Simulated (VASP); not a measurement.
Crystal: LuGe3O.

```
Lu Ge O
1.0
     4.56602    0.00000    0.00000
     0.00000    4.56602    0.00000
     0.00000    0.00000    4.56602
Lu Ge O
1 3 1
Direct
  0.50000 0.50000 0.50000
  0.50000 0.00000 0.00000
  0.00000 0.50000 0.00000
  0.00000 0.00000 0.50000
  0.00000 0.00000 0.00000
```

| Property | Result |
| --- | --- |
| Program | VASP 6.6.1 |
| Task | relaxation of cell and atoms |
| Functional | PBE |
| Potentials or basis | VASP PAW PBE potentials, release 64 (Lu, Ge_d, O) |
| Cutoff | 600 eV |
| k mesh | 4 × 4 × 4 |
| Occupations | gaussian, width 0.1 eV |
| Spin | no spin polarisation |

At the start: pressure -5.3 GPa; volume 19.04 Å³/atom.

Question: How do energy, volume and symmetry change on relaxing?

Answer: Over 3 steps the energy falls by 26.2 meV/atom and the volume is 17.52 Å³/atom (-8.0 %); space group Pm-3m (No. 221, to 0.05 Å).

The path:
| step | energy change (eV) | largest force (eV/Å) | pressure (GPa) | volume (Å³) |
| --- | --- | --- | --- | --- |
| 1 | 0.0000 | 0.0000 | -5.27 | 95.19 |
| 2 | -0.1295 | 0.0000 | 0.65 | 86.82 |
| 3 | -0.1310 | 0.0000 | -0.07 | 87.60 |

Final structure:
```yaml
crystal:
  lattice:
    - [4.44125, 0.00000, 0.00000]
    - [0.00000, 4.44125, 0.00000]
    - [0.00000, 0.00000, 4.44125]
  atoms:
    - { symbol: Lu, position: [0.50000, 0.50000, 0.50000] }
    - { symbol: Ge, position: [0.50000, 0.00000, 0.00000] }
    - { symbol: Ge, position: [0.00000, 0.50000, 0.00000] }
    - { symbol: Ge, position: [0.00000, 0.00000, 0.50000] }
    - { symbol: O, position: [0.00000, 0.00000, 0.00000] }
```

Caveat: an odd number of electrons without spin polarisation forces a metal; a magnetic or distorted state may lie lower.
